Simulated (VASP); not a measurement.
# HPt6 in VASP: notebook

HPt6 is run at these levels: PBE; tasks: single point.

Everything below comes from runs of VASP 6.6.1. Logs are shortened: lines on timing, memory, paths and dates and some standing lists are left out, and cuts for length are marked.

**1. The cell of the first run**

The cell holds a slab with vacuum, 14 atoms: a = 5.614 Å, b = 5.614 Å, c = 22.619 Å, α = 90.00°, β = 90.00°, γ = 120.00°.

**2. Single point, PBE**

INCAR

```
PREC = Accurate
ENCUT = 520
EDIFF = 1E-6
ISMEAR = 0
SIGMA = 0.1
LREAL = False
LASPH = True
NELM = 100
ALGO = Normal
ISIF = 2
LWAVE = False
LCHARG = True
LDIPOL = True
IDIPOL = 3
DIPOL = 0.5 0.5 0.312
GGA = PE
LELF = True
LVHAR = True
LVACPOTAV = True
NBANDS = 74
```

KPOINTS

```
regular mesh
0
Gamma
  6 6 1
```

POSCAR

```
HPt6
1.0
    5.6143281343      0.0000000000      0.0000000000
   -2.8071640672      4.8621507895      0.0000000000
    0.0000000000      0.0000000000     22.6192653717
Pt H
12 2
Direct
    0.3333333333      0.1666666667      0.1768404028
    0.3333333333      0.6666666667      0.1768404028
    0.8333333333      0.1666666667      0.1768404028
    0.8333333333      0.6666666667      0.1768404028
    0.1666666667      0.3333333333      0.2789526245
    0.1666666667      0.8333333333      0.2789526245
    0.6666666667      0.3333333333      0.2789526245
    0.6666666667      0.8333333333      0.2789526245
    0.0000000000      0.0000000000      0.3810585901
    0.0000000000      0.5000000000      0.3810585901
    0.5000000000      0.0000000000      0.3810585901
    0.5000000000      0.5000000000      0.3810585901
    0.1892758446      0.3785516892      0.5136888922
    0.3107241554      0.6214483108      0.5136888922
```

Potentials or basis: VASP PAW PBE potentials, release 64 (Pt, H).

Launch:

```sh
$ cat potpaw_PBE.64/Pt/POTCAR potpaw_PBE.64/H/POTCAR > POTCAR
$ mpirun -np 1 vasp_std > vasp.out
```

OUTCAR:

```text
PREC = Accurate
   ENCUT = 520
   EDIFF = 1E-6
   ISMEAR = 0
   LREAL = False
   LASPH = True
   NELM = 100
   ISIF = 2
   GGA = PE

 ion  position               nearest neighbor table
   1  0.333  0.167  0.177-   4 2.81   4 2.81   3 2.81   3 2.81   2 2.81   2 2.81   5 2.82   7 2.82
                             6 2.82
   2  0.333  0.667  0.177-   3 2.81   3 2.81   4 2.81   4 2.81   1 2.81   1 2.81   6 2.82   8 2.82
                             5 2.82
   3  0.833  0.167  0.177-   2 2.81   2 2.81   1 2.81   1 2.81   4 2.81   4 2.81   7 2.82   5 2.82
                             8 2.82
   4  0.833  0.667  0.177-   1 2.81   1 2.81   2 2.81   2 2.81   3 2.81   3 2.81   8 2.82   6 2.82
                             7 2.82
   5  0.167  0.333  0.279-   8 2.81   8 2.81   7 2.81   7 2.81   6 2.81   6 2.81  12 2.82   9 2.82
                            10 2.82   1 2.82   3 2.82   2 2.82
   6  0.167  0.833  0.279-   7 2.81   7 2.81   8 2.81   8 2.81   5 2.81   5 2.81  11 2.82  10 2.82
                             9 2.82   2 2.82   4 2.82   1 2.82
   7  0.667  0.333  0.279-   6 2.81   6 2.81   5 2.81   5 2.81   8 2.81   8 2.81  10 2.82  11 2.82
                            12 2.82   3 2.82   1 2.82   4 2.82
   8  0.667  0.833  0.279-   5 2.81   5 2.81   6 2.81   6 2.81   7 2.81   7 2.81   9 2.82  12 2.82
                            11 2.82   4 2.82   2 2.82   3 2.82
   9  0.000  0.000  0.381-  12 2.81  12 2.81  11 2.81  11 2.81  10 2.81  10 2.81   8 2.82   5 2.82
                             6 2.82
  10  0.000  0.500  0.381-  11 2.81  11 2.81  12 2.81  12 2.81   9 2.81   9 2.81   7 2.82   6 2.82
                             5 2.82
  11  0.500  0.000  0.381-  10 2.81  10 2.81   9 2.81   9 2.81  12 2.81  12 2.81   6 2.82   7 2.82
                             8 2.82
  12  0.500  0.500  0.381-   9 2.81   9 2.81  10 2.81  10 2.81  11 2.81  11 2.81   5 2.82   8 2.82
                             7 2.82
  13  0.189  0.379  0.514-
  14  0.311  0.621  0.514-

  LATTYP: Found a hexagonal cell.
 ALAT       =     5.6143281343
 C/A-ratio  =     4.0288463429

  Lattice vectors:

 A1 = (   5.6143281343,   0.0000000000,   0.0000000000)
 A2 = (  -2.8071640672,   4.8621507895,   0.0000000000)
 A3 = (   0.0000000000,   0.0000000000,  22.6192653717)

Analysis of symmetry for initial positions (statically):
=====================================================================
 Subroutine PRICEL returns:
 Original cell was already a primitive cell.

 Routine SETGRP: Setting up the symmetry group for a
 hexagonal supercell.

 Subroutine GETGRP returns: Found  2 space group operations
 (whereof  2 operations were pure point group operations)
 out of a pool of 24 trial point group operations.

The static configuration has the point symmetry C_1h.

Analysis of symmetry for dynamics (positions and initial velocities):
=====================================================================
 Subroutine PRICEL returns:
 Original cell was already a primitive cell.

 Routine SETGRP: Setting up the symmetry group for a
 hexagonal supercell.

 Subroutine GETGRP returns: Found  2 space group operations
 (whereof  2 operations were pure point group operations)
 out of a pool of 24 trial point group operations.

The dynamic configuration has the point symmetry C_1h.

 Subroutine INISYM returns: Found  2 space group operations
 (whereof  2 operations are pure point group operations),
 and found     1 'primitive' translations

----------------------------------------------------------------------------------------

                                     Primitive cell

  volume of cell :     617.4541

  direct lattice vectors                    reciprocal lattice vectors
     5.614328134  0.000000000  0.000000000     0.178115703  0.102835149  0.000000000
    -2.807164067  4.862150790  0.000000000     0.000000000  0.205670298  0.000000000
     0.000000000  0.000000000 22.619265372     0.000000000  0.000000000  0.044210101

  length of vectors
     5.614328134  5.614328134 22.619265372     0.205670298  0.205670298  0.044210101

  position of ions in fractional coordinates (direct lattice)
     0.333333333  0.166666667  0.176840403
     0.333333333  0.666666667  0.176840403
     0.833333333  0.166666667  0.176840403
     0.833333333  0.666666667  0.176840403
     0.166666667  0.333333333  0.278952625
     0.166666667  0.833333333  0.278952625
     0.666666667  0.333333333  0.278952625
     0.666666667  0.833333333  0.278952625
     0.000000000  0.000000000  0.381058590
[... 54 lines left out ...]
  0.333333  0.000000  0.000000      4.000000
  0.000000  0.333333  0.000000      2.000000
  0.500000  0.000000  0.000000      2.000000
  0.000000  0.500000  0.000000      1.000000
  0.166667  0.166667  0.000000      4.000000
 -0.333333  0.166667  0.000000      2.000000
  0.333333  0.166667  0.000000      4.000000
 -0.166667  0.500000  0.000000      4.000000
  0.500000  0.333333  0.000000      4.000000
  0.333333  0.333333  0.000000      2.000000
   k-points           NKPTS =     13   k-points in BZ     NKDIM =     13   number of bands    NBANDS=     74
   number of dos      NEDOS =    301   number of ions     NIONS =     14
   total plane-waves  NPLWV = 296352
   dimension x,y,z NGX =    42 NGY =   42 NGZ =  168
   dimension x,y,z NGXF=    84 NGYF=   84 NGZF=  336
   ions per type =              12   2
   NGX,Y,Z   is equivalent  to a cutoff of  12.44, 12.44, 12.35 a.u.
   NGXF,Y,Z  is equivalent  to a cutoff of  24.87, 24.87, 24.70 a.u.
 SYSTEM =  unknown system
   PREC   = accura    normal or accurate (medium, high low for compatibility)
   ISTART =      0    job   : 0-new  1-cont  2-samecut
   ICHARG =      2    charge: 1-file 2-atom 10-const
   ISPIN  =      1    spin polarized calculation?
   LNONCOLLINEAR =      F non collinear calculations
   LSORBIT =      F    spin-orbit coupling
   LASPH  =      T    aspherical Exc in radial PAW
   ENCUT  =  520.0 eV  38.22 Ry    6.18 a.u.  10.44 10.44 42.06*2*pi/ulx,y,z
   NELM   =    100;   NELMIN=  2; NELMDL= -5     # of ELM steps
   EDIFF  = 0.1E-05   stopping-criterion for ELM
   LREAL  =      F    real-space projection
   EDIFFG = 0.1E-04   stopping-criterion for IOM
   NSW    =      0    number of steps for IOM
   IBRION =     -1    ionic relax: 0-MD 1-quasi-New 2-CG
   NFREE  =      0    steps in history (QN), initial steepest desc. (CG)
   ISIF   =      2    stress and relaxation
   ISYM   =      2    0-nonsym 1-usesym 2-fastsym
   POTIM  = 0.5000    time-step for ionic-motion
   TEBEG  =    0.0;   TEEND  =   0.0 temperature during run
   PSTRESS=    0.0 pullay stress
   NELECT =     122.0000    total number of electrons
   NUPDOWN=      -1.0000    fix difference up-down
   EMIN   =  10.00;   EMAX   =-10.00  energy-range for DOS
   EFERMI =   0.00;   METHOD = LEGACY
   ISMEAR =     0;   SIGMA  =   0.10  broadening in eV -4-tet -1-fermi 0-gaus
   EFERMI_NEDOS =   21; number of points for ismear=-14 and -15
   IALGO  =     38    algorithm
   IMIX   =      4    mixing-type and parameters
     AMIX     =   0.40;   BMIX     =  1.00
     AMIX_MAG =   1.60;   BMIX_MAG =  1.00
  volume/ion in A,a.u.               =      44.10       297.63
  Fermi-wavevector in a.u.,A,eV,Ry     =   0.953513  1.801878 12.370236  0.909187
  Thomas-Fermi vector in A             =   2.082175
   LORBIT       =      0    0 simple, 1 ext, 2 COOP (PROOUT), +10 PAW based schemes
   GGA     = PE    functional components
   LHFCALC =     F    Hartree Fock is set to
   AEXX    =    0.0000 exact exchange contribution
   IVDW    =     0    specifies the selected vdW correction
   LEPSILON=     F    determine dielectric tensor
   LRPA    =     F    only Hartree local field effects (RPA)
 non-spin polarized calculation
 Gauss-broadening in eV      SIGMA  =   0.10
  energy-cutoff  :      520.00
  volume of cell :      617.45
 maximum number of plane-waves:     16729
 NGX is ok and might be reduce to    42
   NGX = 21   NGY = 21   NGZ = 85

 dipolmoment           0.000000      0.000000      0.009599 electrons x Angstroem

 number of electron     121.9999985 magnetization

 dipolmoment           0.000000      0.000000     -0.028429 electrons x Angstroem

 Free energy of the ion-electron system (eV)
  ---------------------------------------------------
  ext. energy  EPLUGINS =         0.00000000
  ---------------------------------------------------
  free energy    TOTEN  =       -73.30673668 eV

  energy without entropy =      -73.14267698  energy(sigma->0) =      -73.22470683

 E-fermi :  -0.7514     XC(G=0):  -5.1112

 val. band max:       -0.7532587585   @ k =   0.1667   0.0000   0.0000
 cond. band min:      -0.7499450330   @ k =   0.0000   0.0000   0.0000
 fundamental gap:      0.0033137255
 Fermi energy:        -0.7514326407

 k-point     1 :       0.0000    0.0000    0.0000
  band No.  band energies     occupation
      1      -9.5463      2.00000
      2      -7.8306      2.00000
      3      -7.3421      2.00000
      4      -6.9376      2.00000
      5      -6.9374      2.00000
      6      -6.9369      2.00000
[... 977 lines left out ...]
     72       4.1939      0.00000
     73       4.3546      0.00000
 [bands above 73 left out]

------------------------ aborting loop because EDIFF is reached ----------------------------------------

  FORCE on cell =-STRESS in cart. coord.  units (eV):
  Direction    XX          YY          ZZ          XY          YZ          ZX
  --------------------------------------------------------------------------------------
  -------------------------------------------------------------------------------------
  Total      -19.0630502    -24.4137855     -0.4753607      0.0000000     -0.0019106      0.0000000
  in kB      -49.4650284    -63.3491798     -1.2334715      0.0000000     -0.0049575      0.0000000
  external PRESSURE =     -38.0158932 kB  Pullay stress =       0.0000000 kB

 VOLUME and BASIS-vectors are now :
 -----------------------------------------------------------------------------
  energy-cutoff  :      520.00
  volume of cell :      617.45
      direct lattice vectors                 reciprocal lattice vectors
     5.614328134  0.000000000  0.000000000     0.178115703  0.102835149  0.000000000
    -2.807164067  4.862150790  0.000000000     0.000000000  0.205670298  0.000000000
     0.000000000  0.000000000 22.619265372     0.000000000  0.000000000  0.044210101

 POSITION                                       TOTAL-FORCE (eV/Angst)
 -----------------------------------------------------------------------------------
      1.40358      0.81036      4.00000        -0.005684     -0.000276      0.021958
     -0.00000      3.24143      4.00000         0.000000     -0.003216      0.018870
      4.21075      0.81036      4.00000         0.005684     -0.000276      0.021958
      2.80716      3.24143      4.00000        -0.000000      0.006539      0.015499
      0.00000      1.62072      6.30970         0.000000     -0.004022     -0.017736
     -1.40358      4.05179      6.30970         0.003720     -0.002331      0.000468
      2.80716      1.62072      6.30970        -0.000000      0.004225     -0.025841
      1.40358      4.05179      6.30970        -0.003720     -0.002331      0.000468
      0.00000      0.00000      8.61927         0.000000     -0.000602     -0.011836
     -1.40358      2.43108      8.61927        -0.000780      0.006326     -0.000601
      2.80716      0.00000      8.61927         0.000000     -0.010596     -0.011862
      1.40358      2.43108      8.61927         0.000780      0.006326     -0.000601
     -0.00000      1.84058     11.61927        -0.000000      4.530762     -0.005316
     -0.00000      3.02158     11.61927         0.000000     -4.530528     -0.005428
 -----------------------------------------------------------------------------------
    total drift:                               -0.000000     -0.000036      0.000151

  FREE ENERGIE OF THE ION-ELECTRON SYSTEM (eV)
  ---------------------------------------------------
  free  energy   TOTEN  =       -73.3067366768 eV

  energy  without entropy=      -73.1426769815  energy(sigma->0) =      -73.22470683

 vacuum level on the upper side and lower side of the slab         4.876         5.064
```

It took 30 min on 1 thread of Intel Xeon 6975P-C (Granite Rapids), shared host; peak memory 0.86 GiB.

What came out:

```
Free energy            : -73.3067 eV
Largest force          : 4.531 eV/Å
Band gap on the k mesh : zero (bands 61 and 62 overlap by 0.75 eV)
```

Forces on the atoms (eV/Å):
```
Pt  -0.006  0.000  0.022
Pt   0.000 -0.003  0.019
Pt   0.006  0.000  0.022
Pt   0.000  0.007  0.015
Pt   0.000 -0.004 -0.018
Pt   0.004 -0.002  0.000
Pt   0.000  0.004 -0.026
Pt  -0.004 -0.002  0.000
Pt   0.000 -0.001 -0.012
Pt  -0.001  0.006 -0.001
Pt   0.000 -0.011 -0.012
Pt   0.001  0.006 -0.001
H    0.000  4.531 -0.005
H    0.000 -4.531 -0.005
```

Caveat: spin-orbit coupling is left out, which moves the levels of the heavy elements.

(Continued in part 2 of 3.)
